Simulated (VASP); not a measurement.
# WS (P6_3/mmc) in VASP: single point with r2SCAN+U

Aim: the single point of WS with r2SCAN+U.

All numbers are computed with VASP 6.6.1; they aren't measurements. Logs are shortened: lines on timing, memory, paths and dates and some standing lists are left out, and cuts for length are marked.

## Step 1: The cell of the first run

The structure is hexagonal, space group P6_3/mmc (No. 194). The conventional cell has a = 3.568 Å, b = 3.568 Å, c = 6.391 Å, α = 90.00°, β = 90.00°, γ = 120.00°. W (site symmetry -3m) has 6 S at 2.61 Å and 2 W at 3.20 Å within 3.4 Å. Within 3.4 Å of S (site symmetry -6m2) lie 6 W at 2.61 Å.

## Step 2: Single point, r2SCAN+U

Contents of POSCAR:

```
WS
1.0
    3.5682965457      0.0000000000      0.0000000000
   -1.7841482728      3.0902354568      0.0000000000
    0.0000000000      0.0000000000      6.3906955218
W S
2 2
Direct
    0.0000000000      0.0000000000      0.0000000000
    0.0000000000      0.0000000000      0.5000000000
    0.3333333333      0.6666666667      0.2500000000
    0.6666666667      0.3333333333      0.7500000000
```

Contents of INCAR.step1:

```
SYSTEM = WS
  PREC = Accurate
  ENCUT = 520
  ISMEAR = 0
  SIGMA = 0.1
  LREAL = .FALSE.
  LASPH = .TRUE.
  NELM = 150
  LMAXMIX = 4
  LDAU = .TRUE.
  LDAUTYPE = 2
  LDAUL = 2 -1
  LDAUU = 6.2 0
  LDAUJ = 0 0
  NBANDS = 28
  GGA = PE
  ALGO = Normal
  EDIFF = 1E-4
  LWAVE = .TRUE.
  LCHARG = .FALSE.
```

Contents of INCAR.step2:

```
SYSTEM = WS
  PREC = Accurate
  ENCUT = 520
  EDIFF = 1E-6
  ISMEAR = 0
  SIGMA = 0.1
  LREAL = .FALSE.
  LASPH = .TRUE.
  NELM = 150
  ALGO = Normal
  ISIF = 2
  LWAVE = .FALSE.
  LCHARG = .FALSE.
  LMAXMIX = 4
  LDAU = .TRUE.
  LDAUTYPE = 2
  LDAUL = 2 -1
  LDAUU = 6.2 0
  LDAUJ = 0 0
  LDAUPRINT = 1
  METAGGA = R2SCAN
  LMIXTAU = .TRUE.
  NBANDS = 28
  ISTART = 1
```

Contents of KPOINTS:

```
regular mesh
0
G
  12 12 6
  0 0 0
```

Potentials or basis: VASP PAW PBE potentials, release 64 (W_sv, S).

Launch:

```bash
$ cat potpaw_PBE.64/W_sv/POTCAR potpaw_PBE.64/S/POTCAR > POTCAR
$ cp INCAR.step1 INCAR
$ mpirun -np 1 vasp_std > vasp.out
$ cp INCAR.step2 INCAR
$ mpirun -np 1 vasp_std > vasp.out
```

OUTCAR:

```text
SYSTEM = WS
   PREC = Accurate
   ENCUT = 520
   EDIFF = 1E-6
   ISMEAR = 0
   LREAL = .FALSE.
   LASPH = .TRUE.
   NELM = 150
   ISIF = 2
   METAGGA = R2SCAN
   ISTART = 1

 ion  position               nearest neighbor table
   1  0.000  0.000  0.000-   3 2.61   4 2.61   3 2.61   4 2.61   4 2.61   3 2.61   2 3.20   2 3.20

   2  0.000  0.000  0.500-   3 2.61   4 2.61   3 2.61   4 2.61   4 2.61   3 2.61   1 3.20   1 3.20

   3  0.333  0.667  0.250-   1 2.61   2 2.61   1 2.61   2 2.61   1 2.61   2 2.61
   4  0.667  0.333  0.750-   1 2.61   2 2.61   1 2.61   2 2.61   1 2.61   2 2.61

  LATTYP: Found a hexagonal cell.
 ALAT       =     3.5682965457
 C/A-ratio  =     1.7909653640

  Lattice vectors:

 A1 = (   3.5682965457,   0.0000000000,   0.0000000000)
 A2 = (  -1.7841482728,   3.0902354568,   0.0000000000)
 A3 = (   0.0000000000,   0.0000000000,   6.3906955218)

Analysis of symmetry for initial positions (statically):
=====================================================================
 Subroutine PRICEL returns:
 Original cell was already a primitive cell.

 Routine SETGRP: Setting up the symmetry group for a
 hexagonal supercell.

 Subroutine GETGRP returns: Found 24 space group operations
 (whereof 12 operations were pure point group operations)
 out of a pool of 24 trial point group operations.

The static configuration has the point symmetry D_3d.
 The point group associated with its full space group is D_6h.

Analysis of symmetry for dynamics (positions and initial velocities):
=====================================================================
 Subroutine PRICEL returns:
 Original cell was already a primitive cell.

 Routine SETGRP: Setting up the symmetry group for a
 hexagonal supercell.

 Subroutine GETGRP returns: Found 24 space group operations
 (whereof 12 operations were pure point group operations)
 out of a pool of 24 trial point group operations.

The dynamic configuration has the point symmetry D_3d.
 The point group associated with its full space group is D_6h.

 Subroutine INISYM returns: Found 24 space group operations
 (whereof 12 operations are pure point group operations),
 and found     1 'primitive' translations

----------------------------------------------------------------------------------------

                                     Primitive cell

  volume of cell :      70.4694

  direct lattice vectors                    reciprocal lattice vectors
     3.568296546  0.000000000  0.000000000     0.280245766  0.161799969  0.000000000
    -1.784148273  3.090235457  0.000000000     0.000000000  0.323599937  0.000000000
     0.000000000  0.000000000  6.390695522     0.000000000  0.000000000  0.156477491

  length of vectors
     3.568296546  3.568296546  6.390695522     0.323599937  0.323599937  0.156477491

  position of ions in fractional coordinates (direct lattice)
     0.000000000  0.000000000  0.000000000
     0.000000000  0.000000000  0.500000000
     0.333333333  0.666666667  0.250000000
     0.666666667  0.333333333  0.750000000

  ion indices of the primitive-cell ions
   primitive index   ion index
                 1           1
                 2           2
                 3           3
                 4           4

[... 96 lines left out ...]
 LDA+U is selected, type is set to LDAUTYPE =  2
   angular momentum for each species LDAUL =     2   -1
   U (eV)           for each species LDAUU =   6.2  0.0
   J (eV)           for each species LDAUJ =   0.0  0.0
   METAGGA = R2SCAN    functional components
   LHFCALC =     F    Hartree Fock is set to
   AEXX    =    0.0000 exact exchange contribution
   IVDW    =     0    specifies the selected vdW correction
   LEPSILON=     F    determine dielectric tensor
   LRPA    =     F    only Hartree local field effects (RPA)
 non-spin polarized calculation
 Gauss-broadening in eV      SIGMA  =   0.10
  energy-cutoff  :      520.00
  volume of cell :       70.47
 maximum number of plane-waves:      1932
 NGX is ok and might be reduce to    28
   NGX = 13   NGY = 13   NGZ = 23

atom =   1  type =  1  l = 2

 onsite density matrix

spin component  1

  0.3857 -0.0000 -0.0000  0.2372 -0.0000
 -0.0000  0.3653 -0.0000  0.0000  0.2372
 -0.0000 -0.0000  0.1885 -0.0000 -0.0000
  0.2372  0.0000 -0.0000  0.3653  0.0000
 -0.0000  0.2372 -0.0000  0.0000  0.3857

spin component  2

  0.3857 -0.0000 -0.0000  0.2372 -0.0000
 -0.0000  0.3653 -0.0000  0.0000  0.2372
 -0.0000 -0.0000  0.1885 -0.0000 -0.0000
  0.2372  0.0000 -0.0000  0.3653  0.0000
 -0.0000  0.2372 -0.0000  0.0000  0.3857

 occupancies and eigenvectors

  o =  0.1381  v =  0.4260  0.5689  0.0000 -0.4448 -0.5450  0.0000  0.0000  0.0000  0.0000  0.0000      0.0000  0.0000  0.0000  0.0000  0.0000  0.0000  0.0000  0.0000  0.0000  0.0000
  o =  0.1381  v =  0.0000  0.0000  0.0000  0.0000  0.0000  0.4260  0.5689  0.0000 -0.4448 -0.5450      0.0000  0.0000  0.0000  0.0000  0.0000  0.0000  0.0000  0.0000  0.0000  0.0000
  o =  0.1381  v =  0.5450 -0.4448  0.0000 -0.5689  0.4260  0.0000  0.0000  0.0000  0.0000  0.0000      0.0000  0.0000  0.0000  0.0000  0.0000  0.0000  0.0000  0.0000  0.0000  0.0000
  o =  0.1381  v =  0.0000  0.0000  0.0000  0.0000  0.0000  0.5450 -0.4448  0.0000 -0.5689  0.4260      0.0000  0.0000  0.0000  0.0000  0.0000  0.0000  0.0000  0.0000  0.0000  0.0000
  o =  0.1885  v =  0.0000  0.0000  0.0000  0.0000  0.0000  0.0000 -0.0000 -1.0000 -0.0000  0.0000      0.0000  0.0000  0.0000  0.0000  0.0000  0.0000  0.0000  0.0000  0.0000  0.0000
  o =  0.1885  v =  0.0000 -0.0000 -1.0000 -0.0000  0.0000  0.0000  0.0000  0.0000  0.0000  0.0000      0.0000  0.0000  0.0000  0.0000  0.0000  0.0000  0.0000  0.0000  0.0000  0.0000
  o =  0.6130  v =  0.0000  0.0000  0.0000  0.0000  0.0000  0.4446 -0.5451 -0.0000  0.4259 -0.5690      0.0000  0.0000  0.0000  0.0000  0.0000  0.0000  0.0000  0.0000  0.0000  0.0000
  o =  0.6130  v =  0.4446 -0.5451 -0.0000  0.4259 -0.5690  0.0000  0.0000  0.0000  0.0000  0.0000      0.0000  0.0000  0.0000  0.0000  0.0000  0.0000  0.0000  0.0000  0.0000  0.0000
  o =  0.6130  v =  0.0000  0.0000  0.0000  0.0000  0.0000 -0.5690 -0.4259  0.0000 -0.5451 -0.4446      0.0000  0.0000  0.0000  0.0000  0.0000  0.0000  0.0000  0.0000  0.0000  0.0000
  o =  0.6130  v = -0.5690 -0.4259  0.0000 -0.5451 -0.4446  0.0000  0.0000  0.0000  0.0000  0.0000      0.0000  0.0000  0.0000  0.0000  0.0000  0.0000  0.0000  0.0000  0.0000  0.0000

atom =   2  type =  1  l = 2

 onsite density matrix

spin component  1

  0.3857  0.0000 -0.0000 -0.2372 -0.0000
  0.0000  0.3653  0.0000  0.0000 -0.2372
 -0.0000  0.0000  0.1885  0.0000 -0.0000
 -0.2372  0.0000  0.0000  0.3653 -0.0000
 -0.0000 -0.2372 -0.0000 -0.0000  0.3857

spin component  2

  0.3857  0.0000 -0.0000 -0.2372 -0.0000
  0.0000  0.3653  0.0000  0.0000 -0.2372
 -0.0000  0.0000  0.1885  0.0000 -0.0000
 -0.2372  0.0000  0.0000  0.3653 -0.0000
 -0.0000 -0.2372 -0.0000 -0.0000  0.3857

 occupancies and eigenvectors

  o =  0.1381  v =  0.4258 -0.5691  0.0000  0.4445 -0.5452  0.0000  0.0000  0.0000  0.0000  0.0000      0.0000  0.0000  0.0000  0.0000  0.0000  0.0000  0.0000  0.0000  0.0000  0.0000
  o =  0.1381  v =  0.0000  0.0000  0.0000  0.0000  0.0000  0.4258 -0.5691  0.0000  0.4445 -0.5452      0.0000  0.0000  0.0000  0.0000  0.0000  0.0000  0.0000  0.0000  0.0000  0.0000
  o =  0.1381  v =  0.5452  0.4445  0.0000  0.5691  0.4258  0.0000  0.0000  0.0000  0.0000  0.0000      0.0000  0.0000  0.0000  0.0000  0.0000  0.0000  0.0000  0.0000  0.0000  0.0000
  o =  0.1381  v =  0.0000  0.0000  0.0000  0.0000  0.0000  0.5452  0.4445  0.0000  0.5691  0.4258      0.0000  0.0000  0.0000  0.0000  0.0000  0.0000  0.0000  0.0000  0.0000  0.0000
  o =  0.1885  v =  0.0000  0.0000  0.0000  0.0000  0.0000  0.0000  0.0000 -1.0000  0.0000  0.0000      0.0000  0.0000  0.0000  0.0000  0.0000  0.0000  0.0000  0.0000  0.0000  0.0000
  o =  0.1885  v =  0.0000  0.0000 -1.0000  0.0000  0.0000  0.0000  0.0000  0.0000  0.0000  0.0000      0.0000  0.0000  0.0000  0.0000  0.0000  0.0000  0.0000  0.0000  0.0000  0.0000
  o =  0.6130  v =  0.0000  0.0000  0.0000  0.0000  0.0000  0.4446  0.5451 -0.0000 -0.4259 -0.5690      0.0000  0.0000  0.0000  0.0000  0.0000  0.0000  0.0000  0.0000  0.0000  0.0000
  o =  0.6130  v =  0.4446  0.5451 -0.0000 -0.4259 -0.5690  0.0000  0.0000  0.0000  0.0000  0.0000      0.0000  0.0000  0.0000  0.0000  0.0000  0.0000  0.0000  0.0000  0.0000  0.0000
  o =  0.6130  v =  0.0000  0.0000  0.0000  0.0000  0.0000 -0.5690  0.4259  0.0000  0.5451 -0.4446      0.0000  0.0000  0.0000  0.0000  0.0000  0.0000  0.0000  0.0000  0.0000  0.0000
  o =  0.6130  v = -0.5690  0.4259  0.0000  0.5451 -0.4446  0.0000  0.0000  0.0000  0.0000  0.0000      0.0000  0.0000  0.0000  0.0000  0.0000  0.0000  0.0000  0.0000  0.0000  0.0000

 number of electron      39.9999998 magnetization

 Free energy of the ion-electron system (eV)
  ---------------------------------------------------
  ext. energy  EPLUGINS =         0.00000000
  ---------------------------------------------------
  free energy    TOTEN  =      -104.26729075 eV

  energy without entropy =     -104.25651209  energy(sigma->0) =     -104.26190142

 E-fermi :   9.2627     XC(G=0): -12.4489

 val. band max:        9.2438238887   @ k =   0.4167   0.1667   0.0000
 cond. band min:       9.2974790432   @ k =   0.3333   0.1667   0.3333
 fundamental gap:      0.0536551545
 Fermi energy:         9.2626916132

 k-point     1 :       0.0000    0.0000    0.0000
  band No.  band energies     occupation
      1     -67.6845      2.00000
      2     -67.6760      2.00000
      3     -31.6078      2.00000
      4     -31.3864      2.00000
      5     -31.0673      2.00000
      6     -31.0673      2.00000
[... 733 lines left out ...]
     27      13.8947      0.00000
     28      14.7092      0.00000

 [... further k-points ...]
[... 5 lines left out ...]
  --------------------------------------------------------------------------------------
  -------------------------------------------------------------------------------------
  Total       -5.8912480     -5.8912480     -2.9017368     -0.0000000      0.0000000      0.0000000
  in kB     -133.9421463   -133.9421463    -65.9732625     -0.0000000      0.0000000      0.0000000
  external PRESSURE =    -111.2858517 kB  Pullay stress =       0.0000000 kB

 VOLUME and BASIS-vectors are now :
 -----------------------------------------------------------------------------
  energy-cutoff  :      520.00
  volume of cell :       70.47
      direct lattice vectors                 reciprocal lattice vectors
     3.568296546  0.000000000  0.000000000     0.280245766  0.161799969  0.000000000
    -1.784148273  3.090235457  0.000000000     0.000000000  0.323599937  0.000000000
     0.000000000  0.000000000  6.390695522     0.000000000  0.000000000  0.156477491

 POSITION                                       TOTAL-FORCE (eV/Angst)
 -----------------------------------------------------------------------------------
      0.00000      0.00000      0.00000         0.000000      0.000000     -0.000000
      0.00000      0.00000      3.19535         0.000000      0.000000     -0.000000
     -0.00000      2.06016      1.59767         0.000000     -0.000000      0.000000
      1.78415      1.03008      4.79302        -0.000000      0.000000      0.000000
 -----------------------------------------------------------------------------------
    total drift:                               -0.000000      0.000000      0.000000

  FREE ENERGIE OF THE ION-ELECTRON SYSTEM (eV)
  ---------------------------------------------------
  free  energy   TOTEN  =      -104.2672907460 eV

  energy  without entropy=     -104.2565120898  energy(sigma->0) =     -104.26190142
```

Run time: 7.3 min. Hardware: 1 thread of Intel Xeon 6975P-C, shared host; peak memory 0.28 GiB.

What came out:

| Property | Result |
| --- | --- |
| Free energy | -104.2673 eV |
| Pressure | -11.1 GPa |
| Band gap on the k mesh | zero (band 20 reaches 9.65 eV, above the bottom of band 21 at 7.76 eV) |

Stress tensor (GPa, compression positive):
```
-13.39   0.00   0.00
  0.00 -13.39   0.00
  0.00   0.00  -6.60
```

Eigenvalues of the final occupation matrices:
```
    site  spin  trace               eigenvalues
site 1 d     1   1.69  0.14 0.14 0.19 0.61 0.61
site 1 d     2   1.69  0.14 0.14 0.19 0.61 0.61
site 2 d     1   1.69  0.14 0.14 0.19 0.61 0.61
site 2 d     2   1.69  0.14 0.14 0.19 0.61 0.61
```

Caveat: the PAW data sets were made with another functional, which shifts forces and pressure a little; spin-orbit coupling is left out, which moves the levels of the heavy elements; U without spin polarisation on a metal has little footing.
